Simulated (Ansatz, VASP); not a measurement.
**Two plane-wave programs on Sn**

```
Sn
1.0
     5.18385    0.00000    0.00000
    -2.59193    4.48935    0.00000
     0.00000    0.00000    3.16076
Sn
3
Direct
  0.00000 0.00000 0.00000
  0.33333 0.66667 0.50000
  0.66667 0.33333 0.50000
```

Alike in both runs: task single point; functional PBE; k mesh 8 × 8 × 11; occupations fermi-dirac, width 0.1 eV; no spin polarisation.

|  | VASP | Ansatz |
| --- | --- | --- |
| version | VASP 6.6.1 | Ansatz 0.2.0 |
| potentials or method | VASP PAW PBE potentials, release 64 (Sn_d), cutoff 520 eV | plane waves (420 eV) with PAW, scalar-relativistic |
| valence electrons in the cell | 42 | 42 |

```csv
,VASP,Ansatz,Ansatz less VASP
pressure (GPa),8.5,8.5,+0.08
"traceless stress, the component that is largest in VASP (GPa)",-2.67,-2.68,-0.011
```
